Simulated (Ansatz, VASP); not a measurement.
## Two plane-wave programs on Ag

```
CELL_PARAMETERS angstrom
2.89204 0.00000 0.00000
-1.44602 2.50458 0.00000
0.00000 0.00000 9.56340
ATOMIC_POSITIONS crystal
Ag 0.33333 0.66667 0.25000
Ag 0.66667 0.33333 0.75000
Ag 0.00000 0.00000 0.00000
Ag 0.00000 0.00000 0.50000
```

Alike in both runs: task single point; functional PBEsol; k mesh 17 × 17 × 5; occupations fermi-dirac, width 0.1 eV; no spin polarisation.

```csv
,VASP,Ansatz
version,VASP 6.6.1,Ansatz 0.2.0
potentials or method,"VASP PAW PBE potentials, release 64 (Ag), cutoff 520 eV","plane waves (420 eV) with PAW, scalar-relativistic"
valence electrons in the cell,44,76
```

|  | VASP | Ansatz | Ansatz less VASP |
| --- | --- | --- | --- |
| pressure (GPa) | -4.2 | -4.1 | +0.17 |
| traceless stress, the component that is largest in VASP (GPa) | -0.26 | -0.26 | +0.003 |

VASP's potentials were made for PBE, not for PBEsol, and Ansatz warns of the same on its side. The functional is the same, so the differences come from potentials, cutoffs and numerics. VASP's potentials hold 44 valence electrons a cell and Ansatz's 76, so a difference there can come from the potentials and not from the codes.
